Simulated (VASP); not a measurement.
**SiS2: relaxation of shape and atoms at fixed volume with RPBE**

Crystal: SiS2.

```
CELL_PARAMETERS angstrom
-3.51489 6.30309 2.83143
3.51489 -6.30309 2.83143
3.51489 6.30309 -2.83143
ATOMIC_POSITIONS crystal
Si 0.75000 0.75000 0.00000
Si 0.25000 0.25000 0.00000
S 0.90752 0.83418 0.74170
S 0.09248 0.16582 0.25830
S 0.40752 0.66582 0.07333
S 0.59248 0.33418 0.92667
```

- Program: VASP 6.6.1
- Task: relaxation of shape and atoms at fixed volume
- Functional: RPBE
- Potentials or basis: VASP PAW PBE potentials, release 64 (Si, S)
- Cutoff: 500 eV
- k mesh: 6 × 6 × 6
- Occupations: gaussian, width 0.05 eV
- Spin: no spin polarisation
- Dipole correction: no
- Further INCAR settings: ALGO = Normal; EDIFF = 1e-07; IBRION = 2; EDIFFG = -0.01; NSW = 60; ISIF = 4

| Item | Value |
| --- | --- |
| Energy gained by relaxing | 2.9 meV/atom |
| Ionic steps | 5 |
| Pressure after relaxing | -0.1 GPa |
| Band gap on the k mesh | 3.29 eV (least direct gap 3.66 eV) |

The path:
| step | energy change (eV) | largest force (eV/Å) | pressure (GPa) | volume (Å³) |
| --- | --- | --- | --- | --- |
| 1 | 0.0000 | 0.3586 | -0.95 | 250.92 |
| 2 | -0.0161 | 0.0352 | -0.23 | 250.92 |
| 3 | -0.0165 | 0.0240 | -0.10 | 250.92 |
| 4 | -0.0173 | 0.0059 | -0.07 | 250.92 |
| 5 | -0.0174 | 0.0007 | -0.06 | 250.92 |

Final structure:
```
Si S
1.0
    -3.52977    6.32792    2.80843
     3.52977   -6.32792    2.80843
     3.52977    6.32792   -2.80843
Si S
2 4
Direct
  0.75000 0.75000 0.00000
  0.25000 0.25000 0.00000
  0.90863 0.83617 0.74479
  0.09137 0.16383 0.25521
  0.40863 0.66383 0.07246
  0.59137 0.33617 0.92754
```

Levels at points of the mesh, in eV from the valence-band top:
```tsv
k point	band 12	band 13	band 14	band 15	band 16	band 17	band 18	band 19	band 20
(0.00, 0.00, 0.00)	-1.66	-1.49	-1.18	-1.17	-0.04	3.94	4.00	4.47	4.94
(0.50, 0.00, 0.00)	-1.70	-0.86	-0.86	-0.66	-0.66	3.46	3.46	4.89	4.89
(0.00, 0.50, 0.00)	-1.71	-0.79	-0.79	-0.69	-0.69	3.47	3.47	4.82	4.82
(0.50, 0.50, 0.00)	-1.68	-1.41	-1.39	-1.22	0.00	3.92	4.66	4.68	4.81
(0.50, 0.50, 0.50)	-1.68	-1.49	-1.43	-1.25	-0.02	3.70	4.61	4.72	4.78
```

It took 33 min on 1 thread of Oxide Virtual Turin-like Processor, with other jobs on the host, peak memory 0.59 GiB.

Caveat: the PAW data sets were made with another functional, which shifts forces and pressure a little; this functional lacks dispersion, which binds layers or chains, so the pressure and a relaxed spacing across them are unreliable. RPBE gaps usually lie below the measured ones, often by a third to a half.
